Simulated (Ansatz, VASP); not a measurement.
# One calculation of Zr2HS4, two programs

```
S Zr H
1.0
     7.29768    0.00000    0.00000
    -3.64884    6.31997    0.00000
     0.00000    0.00000   20.91715
S Zr H
8 4 2
Direct
  0.33333 0.16667 0.19123
  0.33333 0.66667 0.19123
  0.83333 0.16667 0.19123
  0.83333 0.66667 0.19123
  0.16667 0.33333 0.33069
  0.16667 0.83333 0.33069
  0.66667 0.33333 0.33069
  0.66667 0.83333 0.33069
  0.00000 0.00000 0.26096
  0.00000 0.50000 0.26096
  0.50000 0.00000 0.26096
  0.50000 0.50000 0.26096
  0.26019 0.73981 0.38280
  0.40647 0.59353 0.38280
```

Alike in both runs: task single point; functional PBE; dispersion D3(BJ); k mesh 6 × 6 × 1; occupations gaussian, width 0.05 eV; no spin polarisation.

```csv
,VASP,Ansatz
version,VASP 6.6.1,Ansatz 0.2.0
potentials or method,"VASP PAW PBE potentials, release 64 (S, Zr_sv, H), cutoff 400 eV","scalar-relativistic, plane waves, PAW"
valence electrons in the cell,98,98
```

|  | VASP | Ansatz | Ansatz less VASP |
| --- | --- | --- | --- |
| gap on the k mesh at the Fermi level (eV) | 0.16 | 0.16 | +0.003 |
| least direct gap on the mesh (eV) | 0.25 | 0.25 | +0.001 |
| rms of the force components (eV/Å) | 0.502 | 0.499 | -0.0032 |
